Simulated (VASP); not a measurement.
# Ge (Fd-3m) in VASP: a series of runs

Aim: see how the results for Ge move with the level of theory and the settings. Levels: PBEsol+D4, RPBE. Tasks: relaxation of cell and atoms, single point.

All numbers are computed with VASP 6.6.1; they aren't measurements. Logs are shortened: lines on timing, memory, paths and dates and some standing lists are left out, and cuts for length are marked.

## 1. The cell of the first run

The structure is cubic, space group Fd-3m (No. 227). Conventional cell: a = 5.658 Å, b = 5.658 Å, c = 5.658 Å, α = 90.00°, β = 90.00°, γ = 90.00°. Within 3.2 Å of Ge (site symmetry -43m) lie 4 Ge at 2.45 Å.

## 2. Relaxation of cell and atoms, PBEsol+D4

Input file INCAR:

```
PREC = Accurate
ENCUT = 600
EDIFF = 1E-7
ISMEAR = -1
SIGMA = 0.05
LREAL = F
LASPH = T
NELM = 60
ALGO = Normal
ISIF = 3
LWAVE = F
LCHARG = F
GGA = PS
IVDW = 13
IBRION = 2
NSW = 80
EDIFFG = -0.02
```

Input file KPOINTS:

```
Automatic mesh
0
Gamma
  8 8 8
```

Input file POSCAR:

```
Ge
1.0
    0.0000000000      2.8289100000      2.8289100000
    2.8289100000      0.0000000000      2.8289100000
    2.8289100000      2.8289100000      0.0000000000
Ge
2
Direct
    0.7500000000      0.7500000000      0.7500000000
    0.5000000000      0.5000000000      0.5000000000
```

Potentials or basis: VASP PAW PBE potentials, release 64 (Ge_d).

On the command line:

```
cat potpaw_PBE.64/Ge_d/POTCAR > POTCAR
mpirun -np 1 vasp_std > vasp.out
```

OUTCAR:

```text
PREC = Accurate
   ENCUT = 600
   EDIFF = 1E-7
   ISMEAR = -1
   LREAL = F
   LASPH = T
   NELM = 60
   ISIF = 3
   GGA = PS
   IVDW = 13
   IBRION = 2
   NSW = 80
   EDIFFG = -0.02

 ion  position               nearest neighbor table
   1  0.750  0.750  0.750-   2 2.45   2 2.45   2 2.45   2 2.45
   2  0.500  0.500  0.500-   1 2.45   1 2.45   1 2.45   1 2.45

  LATTYP: Found a face centered cubic cell.
 ALAT       =     5.6578200000

  Lattice vectors:

 A1 = (   0.0000000000,   2.8289100000,   2.8289100000)
 A2 = (   2.8289100000,   0.0000000000,   2.8289100000)
 A3 = (   2.8289100000,   2.8289100000,   0.0000000000)

Analysis of symmetry for initial positions (statically):
=====================================================================
 Subroutine PRICEL returns:
 Original cell was already a primitive cell.

 Routine SETGRP: Setting up the symmetry group for a
 face centered cubic supercell.

 Subroutine GETGRP returns: Found 48 space group operations
 (whereof 24 operations were pure point group operations)
 out of a pool of 48 trial point group operations.

The static configuration has the point symmetry T_d .
 The point group associated with its full space group is O_h .

Analysis of symmetry for dynamics (positions and initial velocities):
=====================================================================
 Subroutine PRICEL returns:
 Original cell was already a primitive cell.

 Routine SETGRP: Setting up the symmetry group for a
 face centered cubic supercell.

 Subroutine GETGRP returns: Found 48 space group operations
 (whereof 24 operations were pure point group operations)
 out of a pool of 48 trial point group operations.

The dynamic configuration has the point symmetry T_d .
 The point group associated with its full space group is O_h .

 Subroutine INISYM returns: Found 48 space group operations
 (whereof 24 operations are pure point group operations),
 and found     1 'primitive' translations

----------------------------------------------------------------------------------------

                                     Primitive cell

  volume of cell :      45.2780

  direct lattice vectors                    reciprocal lattice vectors
     0.000000000  2.828910000  2.828910000    -0.176746521  0.176746521  0.176746521
     2.828910000  0.000000000  2.828910000     0.176746521 -0.176746521  0.176746521
     2.828910000  2.828910000  0.000000000     0.176746521  0.176746521 -0.176746521

  length of vectors
     4.000682889  4.000682889  4.000682889     0.306133954  0.306133954  0.306133954

  position of ions in fractional coordinates (direct lattice)
     0.750000000  0.750000000  0.750000000
     0.500000000  0.500000000  0.500000000

  ion indices of the primitive-cell ions
   primitive index   ion index
                 1           1
                 2           2

----------------------------------------------------------------------------------------

 KPOINTS: Automatic mesh

Automatic generation of k-mesh.
 Grid dimensions read from file:
 generate k-points for:    8    8    8

 Generating k-lattice:

  Cartesian coordinates                     Fractional coordinates (reciprocal lattice)
    -0.022093315  0.022093315  0.022093315     0.125000000  0.000000000  0.000000000
     0.022093315 -0.022093315  0.022093315     0.000000000  0.125000000  0.000000000
     0.022093315  0.022093315 -0.022093315     0.000000000  0.000000000  0.125000000

  Length of vectors
     0.038266744  0.038266744  0.038266744

  Shift w.r.t. Gamma in fractional coordinates (k-lattice)
     0.000000000  0.000000000  0.000000000

 Subroutine IBZKPT returns following result:
 ===========================================

 Found     29 irreducible k-points:

 Following reciprocal coordinates:
            Coordinates               Weight
  0.000000  0.000000  0.000000      1.000000
  0.125000  0.000000  0.000000      8.000000
  0.250000  0.000000  0.000000      8.000000
  0.375000  0.000000  0.000000      8.000000
  0.500000  0.000000  0.000000      4.000000
  0.125000  0.125000  0.000000      6.000000
[... 16 lines left out ...]
  0.500000  0.250000  0.125000     48.000000
 -0.375000  0.250000  0.125000     24.000000
 [... further k-points ...]
   k-points           NKPTS =     29   k-points in BZ     NKDIM =     29   number of bands    NBANDS=     18
   number of dos      NEDOS =    301   number of ions     NIONS =      2
   total plane-waves  NPLWV =  32768
   dimension x,y,z NGX =    32 NGY =   32 NGZ =   32
   dimension x,y,z NGXF=    64 NGYF=   64 NGZF=   64
   ions per type =               2
   NGX,Y,Z   is equivalent  to a cutoff of  13.30, 13.30, 13.30 a.u.
   NGXF,Y,Z  is equivalent  to a cutoff of  26.59, 26.59, 26.59 a.u.
 SYSTEM =  unknown system
   PREC   = accura    normal or accurate (medium, high low for compatibility)
   ISTART =      0    job   : 0-new  1-cont  2-samecut
   ICHARG =      2    charge: 1-file 2-atom 10-const
   ISPIN  =      1    spin polarized calculation?
   LNONCOLLINEAR =      F non collinear calculations
   LSORBIT =      F    spin-orbit coupling
   LASPH  =      T    aspherical Exc in radial PAW
   ENCUT  =  600.0 eV  44.10 Ry    6.64 a.u.   7.99  7.99  7.99*2*pi/ulx,y,z
   NELM   =     60;   NELMIN=  2; NELMDL= -5     # of ELM steps
   EDIFF  = 0.1E-06   stopping-criterion for ELM
   LREAL  =      F    real-space projection
   EDIFFG = -.2E-01   stopping-criterion for IOM
   NSW    =     80    number of steps for IOM
   IBRION =      2    ionic relax: 0-MD 1-quasi-New 2-CG
   NFREE  =      1    steps in history (QN), initial steepest desc. (CG)
   ISIF   =      3    stress and relaxation
   ISYM   =      2    0-nonsym 1-usesym 2-fastsym
   POTIM  = 0.5000    time-step for ionic-motion
   TEBEG  =    0.0;   TEEND  =   0.0 temperature during run
   PSTRESS=    0.0 pullay stress
   NELECT =      28.0000    total number of electrons
   NUPDOWN=      -1.0000    fix difference up-down
   EMIN   =  10.00;   EMAX   =-10.00  energy-range for DOS
   EFERMI =   0.00;   METHOD = LEGACY
   ISMEAR =    -1;   SIGMA  =   0.05  broadening in eV -4-tet -1-fermi 0-gaus
   EFERMI_NEDOS =   21; number of points for ismear=-14 and -15
   IALGO  =     38    algorithm
   IMIX   =      4    mixing-type and parameters
     AMIX     =   0.40;   BMIX     =  1.00
     AMIX_MAG =   1.60;   BMIX_MAG =  1.00
  volume/ion in A,a.u.               =      22.64       152.78
  Fermi-wavevector in a.u.,A,eV,Ry     =   1.394756  2.635708 26.468033  1.945346
  Thomas-Fermi vector in A             =   2.518275
   LORBIT       =      0    0 simple, 1 ext, 2 COOP (PROOUT), +10 PAW based schemes
   GGA     = PS    functional components
   LHFCALC =     F    Hartree Fock is set to
   AEXX    =    0.0000 exact exchange contribution
   IVDW    =    13    specifies the selected vdW correction
   LEPSILON=     F    determine dielectric tensor
   LRPA    =     F    only Hartree local field effects (RPA)
 conjugate gradient relaxation of ions
 non-spin polarized calculation
  energy-cutoff  :      600.00
  volume of cell :       45.28
 maximum number of plane-waves:      1540
   NGX = 15   NGY = 15   NGZ = 15

--------------------------------------- Ionic step        1  -------------------------------------------

 number of electron      28.0000013 magnetization

 Free energy of the ion-electron system (eV)
  ---------------------------------------------------
  ext. energy  EPLUGINS =         0.00000000
  ---------------------------------------------------
  free energy    TOTEN  =        -9.86298302 eV

  energy without entropy =       -9.86206477  energy(sigma->0) =       -9.86252389

------------------------ aborting loop because EDIFF is reached ----------------------------------------

  DFT-D4 for vdW energy calculation

  Edisp (eV):   -0.37331

  FORCE on cell =-STRESS in cart. coord.  units (eV):
  Direction    XX          YY          ZZ          XY          YZ          ZX
  --------------------------------------------------------------------------------------
  -------------------------------------------------------------------------------------
  Total      -0.18230    -0.18230    -0.18230     0.00000    -0.00000    -0.00000
  in kB      -6.45088    -6.45088    -6.45088     0.00000    -0.00000    -0.00000
  external pressure =       -6.45 kB  Pullay stress =        0.00 kB
[... 61 lines left out ...]
  energy  without entropy=      -10.2362140866  energy(sigma->0) =      -10.23660967

--------------------------------------- Ionic step        3  -------------------------------------------

 number of electron      28.0000004 magnetization

 Free energy of the ion-electron system (eV)
  ---------------------------------------------------
  ext. energy  EPLUGINS =         0.00000000
  ---------------------------------------------------
  free energy    TOTEN  =        -9.86055530 eV

  energy without entropy =       -9.85971255  energy(sigma->0) =       -9.86013392

 E-fermi :   5.0024     XC(G=0): -10.1721

 val. band max:        4.9557326695   @ k =   0.0000   0.0000   0.0000
 cond. band min:       5.0352651986   @ k =   0.0000   0.0000   0.0000
 fundamental gap:      0.0795325290
 Fermi energy:         5.0024334344

 k-point     1 :       0.0000    0.0000    0.0000
  band No.  band energies     occupation
      1     -19.8210      2.00000
      2     -19.8210      2.00000
      3     -19.8210      2.00000
      4     -19.7837      2.00000
      5     -19.7837      2.00000
      6     -19.5663      2.00000
[... 10 lines left out ...]
     17       7.4910      0.00000
     18       7.4910      0.00000
[... 466 lines left out ...]
      2     -19.8559      2.00000
      3     -19.7712      2.00000
      4     -19.7195      2.00000
      5     -19.7052      2.00000
      6     -19.6489      2.00000
[... 10 lines left out ...]
     17      10.7597      0.00000
     18      11.8976      0.00000

 [... further k-points ...]

------------------------ aborting loop because EDIFF is reached ----------------------------------------

  DFT-D4 for vdW energy calculation

  Edisp (eV):   -0.37659

  FORCE on cell =-STRESS in cart. coord.  units (eV):
  Direction    XX          YY          ZZ          XY          YZ          ZX
  --------------------------------------------------------------------------------------
  -------------------------------------------------------------------------------------
  Total       0.01039     0.01039     0.01039     0.00000     0.00000    -0.00000
  in kB       0.37116     0.37116     0.37116     0.00000     0.00000    -0.00000
  external pressure =        0.37 kB  Pullay stress =        0.00 kB
[... 17 lines left out ...]
  FREE ENERGIE OF THE ION-ELECTRON SYSTEM (eV)
  ---------------------------------------------------
  free  energy   TOTEN  =       -10.2371407820 eV

  energy  without entropy=      -10.2362980378  energy(sigma->0) =      -10.23671941

 reached required accuracy - stopping structural energy minimisation
```

It took 78 s on 1 thread of Intel Xeon 8259CL, shared host; peak memory 0.19 GiB.

Results:

```yaml
Free_energy: -10.2371 eV
Relaxed_volume: 22.43 Å³/atom
Relaxed_cell: a = 3.988 Å, b = 3.988 Å, c = 3.988 Å, α = 60.00°, β = 60.00°, γ = 60.00°
Space_group_after_relaxing_to_0.1_Å: Fd-3m (No. 227)
Energy_gained_by_relaxing: 0.4 meV/atom
Ionic_steps: 3
Pressure_after_relaxing: 0.0 GPa
Band_gap_on_the_k_mesh: 0.08 eV
Dispersion_energy_per_atom: -0.188 eV
```

The path:
```
step  energy change (eV)  largest force (eV/Å)  pressure (GPa)  volume (Å³)
   1              0.0000                0.0000           -0.65        45.28
   2             -0.0007                0.0000            0.25        44.68
   3             -0.0009                0.0000            0.04        44.85
```

Final structure:
```yaml
crystal:
  lattice:
    - [0.00000, 2.82003, 2.82003]
    - [2.82003, 0.00000, 2.82003]
    - [2.82003, 2.82003, 0.00000]
  atoms:
    - { symbol: Ge, position: [0.75000, 0.75000, 0.75000] }
    - { symbol: Ge, position: [0.50000, 0.50000, 0.50000] }
```

Caveat: semilocal functionals underestimate gaps, and a narrow one can read as zero; the PAW data sets were made with another functional, which shifts forces and pressure a little.

## 3. Single point, RPBE, non-collinear spin, zero start, spin-orbit coupling

This run uses another cell than the first one, of 24.60 Å³/atom.

Input file INCAR:

```
SYSTEM = Ge
PREC = Accurate
ENCUT = 520
EDIFF = 1E-6
ISMEAR = -5
SIGMA = 0.05
LREAL = .False.
LASPH = .True.
NELM = 150
ALGO = Normal
ISIF = 2
LWAVE = .False.
LCHARG = .False.
MAGMOM = 0 0 0 0 0 0
LORBIT = 11
LSORBIT = .True.
GGA_COMPAT = .False.
LORBMOM = .True.
GGA = RP
NBANDS = 40
```

Input file KPOINTS:

```
regular mesh
0
Gamma
  6 6 6
  0 0 0
```

Input file POSCAR:

```
Ge
1.0
    0.0000000000      2.9084443688      2.9084443688
    2.9084443688      0.0000000000      2.9084443688
    2.9084443688      2.9084443688      0.0000000000
Ge
2
Direct
    0.7500000000      0.7500000000      0.7500000000
    0.5000000000      0.5000000000      0.5000000000
```

Potentials or basis: VASP PAW PBE potentials, release 64 (Ge_d).

On the command line:

```
cat potpaw_PBE.64/Ge_d/POTCAR > POTCAR
mpirun -np 1 vasp_ncl > vasp.out
```

Wall time 2 min (1 thread of Intel Xeon 8259CL, shared host); peak memory 0.32 GiB.

Results (log left out):

```
Free energy                                           : -8.3451 eV
Pressure                                              : -0.1 GPa
Net moment                                            : 0.00 μB per cell
Valence electrons inside the program's atomic spheres : Ge 12.34
```

Moments on the atoms (μB; x, y, z):
```
Ge  0.00 0.00 0.00
Ge  0.00 0.00 0.00
```

Caveat: the PAW data sets were made with another functional, which shifts forces and pressure a little.

[end of part 1 of 2]
